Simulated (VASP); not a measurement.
Runs of VASP 6.6.1 on BeSi. The structure is that of space group Pm-3m (No. 221), or close to it. The cells are those of the table. 

```tsv
cell	gap on the mesh (eV)	pressure (GPa)
a = 2.966 Å, 2 atoms	none	-8.5
a = 3.005 Å, 2 atoms	none	-10.9
a = 3.024 Å, 2 atoms	none	(b)
a = 2.905 Å, 2 atoms	none	-5.1
a = 2.946 Å, 2 atoms	none	-7.7
a = 2.926 Å, 2 atoms	none	(a)
a = 2.985 Å, 2 atoms	none	-9.9
```

Alike in all rows: task single point; level PBE; potentials or basis VASP PAW PBE potentials, release 64 (Be, Si); no spin polarisation; k mesh 9 × 9 × 9; cutoff (eV) 520; smearing fermi-dirac 0.05 eV.

Fill in the values left out.

(a) -6.4; (b) -11.8.

A gap of «none» marks levels without a gap at the run's occupations.
